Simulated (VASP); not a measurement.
**BaY: single point with PBEsol**

Crystal: BaY.

```
Ba Y
1.0
     3.81691    0.00000    0.00000
    -1.90845    3.30554    0.00000
     0.00000    0.00000    6.01865
Ba Y
1 1
Direct
  0.33333 0.66667 0.00000
  0.66667 0.33333 0.50000
```

- Program: VASP 6.6.1
- Task: single point
- Functional: PBEsol
- Potentials or basis: VASP PAW PBE potentials, release 64 (Ba_sv, Y_sv)
- Cutoff: 520 eV
- k mesh: 7 × 7 × 4
- Occupations: fermi-dirac, width 0.1 eV
- Spin: non-collinear spin, zero start, spin-orbit coupling
- Starting moments: [[0.0, 0.0, 0.0], [0.0, 0.0, 0.0]] μB

- Pressure: 1.0 GPa
- Net moment: 0.00 μB per cell
- Valence electrons inside the program's atomic spheres: Ba 8.09; Y 9.33

Stress tensor (GPa, compression positive):
```
0.36 0.00 0.00
0.00 0.36 0.00
0.00 0.00 2.12
```

Moments on the atoms (μB; x, y, z):
```
Ba  0.00 0.00 0.00
Y   0.00 0.00 0.00
```

Wall time 6 min on 1 thread of Intel Xeon 8259CL, on a shared host, peak memory 0.42 GiB.

Caveat: the PAW data sets were made with another functional, which shifts forces and pressure a little.
